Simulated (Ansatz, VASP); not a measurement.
# One calculation of Si, two programs

```
CELL_PARAMETERS angstrom
3.84192 2.21814 1.93597
-3.84192 2.21814 1.93597
0.00000 -4.43627 1.93597
ATOMIC_POSITIONS crystal
Si 0.20393 0.20393 0.20393
Si 0.79607 0.79607 0.79607
Si 0.56292 0.43708 0.00000
Si 0.00000 0.56292 0.43708
Si 0.43708 0.00000 0.56292
```

Alike in both runs: functional PBE; k mesh 12 × 12 × 12; occupations gaussian, width 0.01 eV; no spin polarisation.

Ansatz relaxed the structure, and its values are those at the end. VASP's run is a single point on that final structure, the one shown.

|  | VASP | Ansatz |
| --- | --- | --- |
| version | VASP 6.6.1 | Ansatz 0.2.0 |
| potentials or method | VASP PAW PBE potentials, release 64 (Si), cutoff 520 eV | scalar-relativistic, plane waves, PAW |
| valence electrons in the cell | 20 | 20 |

Ansatz gave:

- gap on the k mesh at the Fermi level (eV): 0.19
- least direct gap on the mesh (eV): 1.01
- pressure (GPa): 0.0

Estimate VASP's values.

gap on the k mesh at the Fermi level (eV): 0.19; least direct gap on the mesh (eV): 1.01; pressure (GPa): -0.1.
